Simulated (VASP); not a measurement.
Write the native input for VASP 6.6.1 that does the following.

| Property | Result |
| --- | --- |
| Task | single point |
| Functional | PBE |
| Potentials or basis | VASP PAW PBE potentials, release 64 (Sc_sv, In_d) |
| Cutoff | 520 eV |
| k mesh | 4 × 4 × 4 |
| Occupations | gaussian, width 0.1 eV |
| Spin | no spin polarisation |
| Dipole correction | no |
| Further INCAR settings | ALGO = Fast; EDIFF = 1e-07; NBANDS = 40 |

The structure of ScIn4 lies in POSCAR:

```
ScIn4
1.0
    5.6253253142      0.0000000000      0.0000000000
    0.0000000000      5.6253253142      0.0000000000
    0.0000000000      0.0000000000      5.6253253142
Sc In
1 4
Direct
    0.0000000000      0.0000000000      0.0000000000
    0.5000000000      0.0000000000      0.0000000000
    0.0000000000      0.5000000000      0.0000000000
    0.0000000000      0.0000000000      0.5000000000
    0.5000000000      0.5000000000      0.5000000000
```

The cell was generated, and may not be a known phase.

The input as run:

INCAR

```
SYSTEM = ScIn4
PREC     = Accurate       ! precision mode
ENCUT    = 520            ! plane-wave cutoff, eV
EDIFF    = 1E-7           ! SCF threshold, eV
ISMEAR   = 0              ! smearing method
SIGMA    = 0.1            ! smearing width, eV
LREAL    = .FALSE.        ! projectors in reciprocal space
LASPH    = .TRUE.         ! aspherical terms in the spheres
NELM     = 100            ! most SCF steps
ALGO     = Fast           ! electronic algorithm
ISIF     = 2              ! what is computed and relaxed
LWAVE    = .FALSE.        ! write WAVECAR
LCHARG   = .FALSE.        ! write CHGCAR
GGA      = PE             ! functional
NBANDS   = 40             ! bands
```

KPOINTS

```
Automatic mesh
0
G
  4 4 4
  0 0 0
```

Potentials or basis: VASP PAW PBE potentials, release 64 (Sc_sv, In_d).

Launch:

```console
$ cat potpaw_PBE.64/Sc_sv/POTCAR potpaw_PBE.64/In_d/POTCAR > POTCAR
$ mpirun -np 1 vasp_std > vasp.out
```

Results of the run:

* Pressure: 0.3 GPa
* Band gap on the k mesh: zero (an odd number of electrons rules out a gap without spin polarisation)

Caveat: spin-orbit coupling is left out, which moves the levels of the heavy elements.

It took 66 s on 1 thread of Intel(R) Xeon(R) 6975P-C (Granite Rapids), with other jobs on the host, peak memory 0.28 GiB.
